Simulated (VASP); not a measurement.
Write the native input for VASP 6.6.1 that does the following.

| Item | Value |
| --- | --- |
| Task | relaxation of cell and atoms |
| Functional | PBE |
| Potentials or basis | VASP PAW PBE potentials, release 64 (Sb) |
| Cutoff | 600 eV |
| k mesh | 10 × 10 × 10 |
| Occupations | fermi-dirac, width 0.08 eV |
| Spin | no spin polarisation |
| Target pressure | 0.11 GPa |
| Dipole correction | no |
| Further INCAR settings | ALGO = Normal; EDIFF = 1e-06; IBRION = 2; EDIFFG = -0.005; NSW = 60; ISIF = 3 |

The structure of Sb lies in POSCAR:

```
Sb
1.0
    0.0000000000      3.2472583454      3.2472583454
    3.2472583454      0.0000000000      3.2472583454
    3.2472583454      3.2472583454      0.0000000000
Sb
2
Direct
   -0.1250000000     -0.1250000000     -0.1250000000
    0.1250000000      0.1250000000      0.1250000000
```

This isn't the form of Sb at room conditions, which is rhombohedral.

These files were run (other wordings do the same):

INCAR

```
PREC = Accurate
ENCUT = 600
EDIFF = 1E-6
ISMEAR = -1
SIGMA = 0.08
LREAL = False
LASPH = True
NELM = 60
ALGO = Normal
ISIF = 3
LWAVE = False
LCHARG = False
GGA = PE
IBRION = 2
NSW = 60
EDIFFG = -0.005
PSTRESS = 1.1
```

KPOINTS

```
Automatic mesh
0
Gamma
  10 10 10
```

Potentials or basis: VASP PAW PBE potentials, release 64 (Sb).

The run is started by

```console
$ cat potpaw_PBE.64/Sb/POTCAR > POTCAR
$ mpirun -np 1 vasp_std > vasp.out
```

It gave:

* Relaxed volume: 42.52 Å³/atom
* Relaxed cell: a = 4.936 Å, b = 4.936 Å, c = 4.936 Å, α = 60.00°, β = 60.00°, γ = 60.00°
* Space group after relaxing (to 0.1 Å): Fd-3m (No. 227)
* Energy change on relaxing (the run minimises the enthalpy): -236.6 meV/atom
* Ionic steps: 5
* Pressure after relaxing: 0.1 GPa
* Band gap on the k mesh: zero (bands 5 and 6 overlap by 1.05 eV)

Caveat: the cell is relaxed towards a set pressure, so the run minimises the enthalpy, not the energy; the volume moved by over 15 % at a fixed basis, so the end points are rough; spin-orbit coupling is left out, which moves the levels of the heavy elements.

It took 83 s on 1 thread of Intel(R) Xeon(R) 6975P-C (Granite Rapids), with other jobs on the host, peak memory 0.25 GiB.
